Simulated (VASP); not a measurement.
A run of VASP 6.6.1 is set up as follows.

The input POSCAR:

```
Li
1.0
    0.0000000000      2.1761810204      2.1761810204
    2.1761810204      0.0000000000      2.1761810204
    2.1761810204      2.1761810204      0.0000000000
Li
1
Direct
    0.0000000000      0.0000000000      0.0000000000
```

File INCAR.step1:

```
SYSTEM = Li
PREC = Accurate ; ENCUT = 830
ISMEAR = 0 ; SIGMA = 0.1
LREAL = .False. ; LASPH = .True.
NELM = 120 ; NBANDS = 8
GGA = PE ; ALGO = Normal
EDIFF = 1E-5 ; LWAVE = .True.
LCHARG = .False. ; GGA_COMPAT = .False.
```

Contents of INCAR.step2:

```
SYSTEM = Li
PREC = Accurate ; ENCUT = 830
EDIFF = 1E-6 ; ISMEAR = 0
SIGMA = 0.1 ; LREAL = .False.
LASPH = .True. ; NELM = 120
ALGO = Normal ; ISIF = 2
LWAVE = .False. ; LCHARG = .True.
METAGGA = R2SCAN ; LMIXTAU = .True.
LELF = .True. ; LVHAR = .True.
NBANDS = 8 ; ISTART = 1
GGA_COMPAT = .False.
```

File KPOINTS:

```
Automatic mesh
0
Gamma
  7 7 7
  0 0 0
```

Potentials or basis: VASP PAW PBE potentials, release 64 (Li_sv).

Launch:

```bash
$ cat potpaw_PBE.64/Li_sv/POTCAR > POTCAR
$ cp INCAR.step1 INCAR
$ mpirun -np 1 vasp_std > vasp.out
$ cp INCAR.step2 INCAR
$ mpirun -np 1 vasp_std > vasp.out
```

Problem. What does it give for the pressure?

Solution. -0.2 GPa.

Problem. What does it give for the band gap on the k mesh?

Solution. Zero (an odd number of electrons rules out a gap without spin polarisation).

Caveat: the PAW data sets were made with another functional, which shifts forces and pressure a little.
